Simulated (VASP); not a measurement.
Input of a VASP 6.6.1 run:

File INCAR:

```
ALGO = Normal ; DIPOL = 0.5 0.5 0.500
EDIFF = 1E-7 ; ENCUT = 520
GGA = PE ; IDIPOL = 3
ISIF = 2 ; ISMEAR = 0
IVDW = 12 ; LASPH = True
LCHARG = False ; LDIPOL = True
LREAL = False ; LWAVE = False
NBANDS = 11 ; NELM = 80
PREC = Accurate ; SIGMA = 0.02
```

KPOINTS

```
k-points
0
Gamma
  12 12 1
```

Contents of POSCAR:

```
BN
1.0
    2.6090000000      0.0000000000      0.0000000000
   -1.3045000000      2.2594602785      0.0000000000
    0.0000000000      0.0000000000     26.0000000000
B N
1 1
Direct
    0.0000000000      0.0000000000      0.5164807692
    0.6666666667      0.3333333333      0.4835192308
```

Potentials or basis: VASP PAW PBE potentials, release 64 (B, N).

Command:

```sh
$ cat potpaw_PBE.64/B/POTCAR potpaw_PBE.64/N/POTCAR > POTCAR
$ mpirun -np 1 vasp_std > vasp.out
```

(1) What does it give for the band gap on the k mesh?

(2) What does it give for the dispersion energy per atom?

(3) Estimate the largest force.

## Answers

(1) zero (band 4 reaches -3.64 eV, above the bottom of band 5 at -4.07 eV).

(2) -0.070 eV.

(3) 9.743 eV/Å.
